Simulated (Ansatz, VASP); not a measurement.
## Al2BAs3: VASP beside Ansatz

```xyz
12
Lattice="-3.7985 3.7987 -0.0002 3.7984 3.7987 0.0001 1.8989 -1.8993 -8.3722" Properties=species:S:1:pos:R:3 pbc="T T T"
Al    1.8990    1.8981   -2.6770
Al   -1.8993    1.8983   -2.6759
Al   -0.0001    3.8001   -5.6958
Al    3.7983    3.8000   -5.6957
B    -3.7983    3.7986   -0.0002
B     0.0002    3.7986   -0.0002
As    0.0002    1.8991   -1.1409
As   -0.0004    5.6979   -1.1410
As   -1.8994    3.7974   -4.1863
As    1.8990    3.7982   -4.1862
As   -0.0004    1.9005   -7.2314
As    3.7980    1.9006   -7.2312
```

Change from the starting cell: cell x2, atoms moved at random (sigma 0.05 Å) and cell strained at random (1.5 %), then relaxed without symmetry.

Alike in both runs: functional PBE; k mesh 4 × 4 × 4; occupations gaussian, width 0.1 eV; no spin polarisation.

Ansatz relaxed the structure, and its values are those at the end. VASP's run is a single point on that final structure, the one shown.

|  | VASP | Ansatz |
| --- | --- | --- |
| version | VASP 6.6.1 | Ansatz 0.2.0 |
| potentials or method | VASP PAW PBE potentials, release 64 (Al, B, As), cutoff 520 eV | scalar-relativistic, plane waves, PAW |
| valence electrons in the cell | 48 | 108 |

```csv
,VASP,Ansatz,Ansatz less VASP
gap on the k mesh at the Fermi level (eV),0.84,0.84,+0.004
least direct gap on the mesh (eV),0.84,0.84,+0.004
pressure (GPa),0.2,0.0,-0.21
rms of the force components (eV/Å),0.005,0.003,-0.0020
```

VASP's potentials hold 48 valence electrons a cell and Ansatz's 108, so a difference there can come from the potentials and not from the codes.
